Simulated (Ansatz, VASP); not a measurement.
# One calculation of ZnSe, two programs

INCAR

```
SYSTEM = ZnSe
  PREC = Accurate
  ENCUT = 520
  EDIFF = 1E-7
  ISMEAR = 0
  SIGMA = 0.05
  LREAL = .False.
  LASPH = .True.
  NELM = 60
  ALGO = Normal
  ISIF = 2
  LWAVE = .False.
  LCHARG = .False.
  GGA = CA
  NBANDS = 16
```

The input KPOINTS:

```
regular mesh
0
Gamma
  10 10 10
  0 0 0
```

POSCAR

```
ZnSe
1.0
    0.0000000000      2.7072962236      2.7072962236
    2.7072962236      0.0000000000      2.7072962236
    2.7072962236      2.7072962236      0.0000000000
Zn Se
1 1
Direct
    0.0000000000      0.0000000000      0.0000000000
    0.7500000000      0.7500000000      0.7500000000
```

Input for Ansatz:

```yaml
crystal:
  lattice:
    - [0.0, 2.7072962236, 2.7072962236]
    - [2.7072962236, 0.0, 2.7072962236]
    - [2.7072962236, 2.7072962236, 0.0]
  atoms:
    - { symbol: Zn, position: [0.0, 0.0, 0.0] }
    - { symbol: Se, position: [0.75, 0.75, 0.75] }
basis:
  ecutwfc: 520.0
kpoints:
  mp_grid: { grid: [10, 10, 10] }
hamiltonian:
  xc: lda
  pseudopotentials: { kind: paw, azcp: { folder: soft_1 } }
scf:
  occupations: { method: gaussian, width: 0.05 }
output:
  forces: true
  stress: true
  eigenvalues: true
```

Alike in both runs: task single point; functional LDA; k mesh 10 × 10 × 10; occupations gaussian, width 0.05 eV; no spin polarisation.

|  | VASP | Ansatz |
| --- | --- | --- |
| version | VASP 6.6.1 | Ansatz 0.2.0 |
| potentials or method | VASP PAW LDA potentials, release 64 (Zn, Se), cutoff 520 eV | scalar-relativistic, plane waves, PAW |
| valence electrons in the cell | 18 | 28 |

```csv
,VASP,Ansatz,Ansatz less VASP
gap on the k mesh at the Fermi level (eV),1.66,1.60,-0.051
least direct gap on the mesh (eV),1.66,1.60,-0.051
pressure (GPa),7.8,7.2,-0.53
```

Ansatz warns that its potentials were made for another functional, while VASP's fit it. LDA's correlation is that of Perdew and Zunger in VASP and of Perdew and Wang (1992) in Ansatz. VASP's potentials hold 18 valence electrons a cell and Ansatz's 28, so a difference there can come from the potentials and not from the codes.
